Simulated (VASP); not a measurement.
The system is Si2Mo.

```
Mo Si
1.0
    -1.62106    1.62106    3.98222
     1.62106   -1.62106    3.98222
     1.62106    1.62106   -3.98222
Mo Si
1 2
Direct
  0.00000 0.00000 0.00000
  0.66700 0.66700 0.00000
  0.33300 0.33300 0.00000
```

Base run:

* Program: VASP 6.6.1
* Functional: PBE
* Potentials or basis: VASP PAW PBE potentials, release 64 (Mo_sv, Si)
* Cutoff: 520 eV
* k mesh: 12 × 12 × 12
* Occupations: fermi-dirac, width 0.05 eV
* Spin: no spin polarisation

Its results: band gap on the k mesh zero (bands 11 and 12 overlap by 1.01 eV); pressure -5.5 GPa; largest force 0.334 eV/Å.

Question: The run is repeated on the same cell with these changes: dispersion from none to D3(BJ). What comes out?

Answer: Band gap on the k mesh zero (bands 11 and 12 overlap by 1.01 eV); pressure -12.0 GPa; largest force 0.335 eV/Å.

Dispersion adds attraction, which lowers the pressure at fixed volume and, as a term added to the energy, leaves the levels alone.

Caveats: the cell stands under tension.
